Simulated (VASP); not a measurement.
Input of a VASP 6.6.1 run:

File INCAR:

```
SYSTEM = HfO2
PREC = Accurate ; ENCUT = 520
EDIFF = 1E-7 ; ISMEAR = 0
SIGMA = 0.05 ; LREAL = .False.
LASPH = .True. ; NELM = 100
ALGO = Normal ; ISIF = 2
LWAVE = .False. ; LCHARG = .True.
GGA = PE ; LELF = .True.
LVHAR = .True. ; NBANDS = 31
```

KPOINTS

```
regular mesh
0
Gamma
  6 6 6
  0 0 0
```

POSCAR

```
HfO2
1.0
    3.5580193300      0.0000000000      0.0000000000
    0.0000000000      3.5580193300      0.0000000000
    0.0000000000      0.0000000000      5.1718612100
Hf O
2 4
Direct
    0.5000000000      0.5000000000      0.5000000000
    0.0000000000      0.0000000000      0.0000000000
    0.0000000000      0.5000000000      0.6972078800
    0.5000000000      0.0000000000      0.8027921200
    0.5000000000      0.0000000000      0.3027921200
    0.0000000000      0.5000000000      0.1972078800
```

Potentials or basis: VASP PAW PBE potentials, release 64 (Hf_pv, O).

Launch:

```sh
$ cat potpaw_PBE.64/Hf_pv/POTCAR potpaw_PBE.64/O/POTCAR > POTCAR
$ mpirun -np 1 vasp_std > vasp.out
```

Problem. What does it give for the band gap on the k mesh?

Solution. 4.76 eV (least direct gap 4.83 eV).

Problem. Predict the pressure.

Solution. 6.5 GPa.

Problem. Estimate the largest force.

Solution. 0.099 eV/Å.

Forces on the atoms (eV/Å):
```
Hf   0.000  0.000  0.000
Hf   0.000  0.000  0.000
O    0.000  0.000  0.099
O    0.000  0.000 -0.099
O    0.000  0.000 -0.099
O    0.000  0.000  0.099
```

Caveat: the cell stands under pressure; spin-orbit coupling is left out, which moves the levels of the heavy elements. A k mesh can miss the band edges.
